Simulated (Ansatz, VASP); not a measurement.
**One calculation of Zr, two programs**

```xyz
2
Lattice="3.2326 0.0000 0.0000 -1.6163 2.7995 0.0000 0.0000 0.0000 5.1696" Properties=species:S:1:pos:R:3 pbc="T T T"
Zr    0.0000    1.8663    1.2924
Zr    1.6163    0.9332    3.8772
```

Alike in both runs: functional PBE; k mesh 18 × 18 × 10; occupations fermi-dirac, width 0.05 eV; no spin polarisation.

Ansatz relaxed the structure, and its values are those at the end. VASP's run is a single point on that final structure, the one shown.

|  | VASP | Ansatz |
| --- | --- | --- |
| version | VASP 6.6.1 | Ansatz 0.2.0 |
| potentials or method | VASP PAW PBE potentials, release 64 (Zr_sv) | PAW with Ansatz's default frozen-core files, scalar-relativistic |
| plane-wave cutoff (eV) | 520 | 420 |
| valence electrons in the cell | 24 | 24 |

```tsv
	VASP	Ansatz	Ansatz less VASP
pressure (GPa)	0.0	0.0	-0.01
```

With one functional, cell and mesh, what is left measures potentials, basis and numerics.
